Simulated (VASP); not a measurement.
Here is a VASP 6.6.1 calculation.

File INCAR:

```
PREC = Accurate
ENCUT = 520
EDIFF = 1E-8
ISMEAR = -1
SIGMA = 0.08
LREAL = False
LASPH = True
NELM = 80
ALGO = Normal
ISIF = 2
LWAVE = False
LCHARG = False
GGA = PS
LEFG = True
NBANDS = 12
```

The input KPOINTS:

```
Automatic mesh
0
Gamma
  17 17 17
```

Contents of POSCAR:

```
Ta
1.0
   -1.6175709496      1.6175709496      1.6175709496
    1.6175709496     -1.6175709496      1.6175709496
    1.6175709496      1.6175709496     -1.6175709496
Ta
1
Direct
    0.0000000000      0.0000000000      0.0000000000
```

Potentials or basis: VASP PAW PBE potentials, release 64 (Ta_pv).

Run with:

```bash
$ cat potpaw_PBE.64/Ta_pv/POTCAR > POTCAR
$ mpirun -np 1 vasp_std > vasp.out
```

**Question.** Estimate the pressure.

**Answer.** 10.1 GPa.

Caveat: without QUAD_EFG the Cq values of the log hold for a quadrupole moment of 1 mb, not for the nuclei; the PAW data sets were made with another functional, which shifts forces and pressure a little.
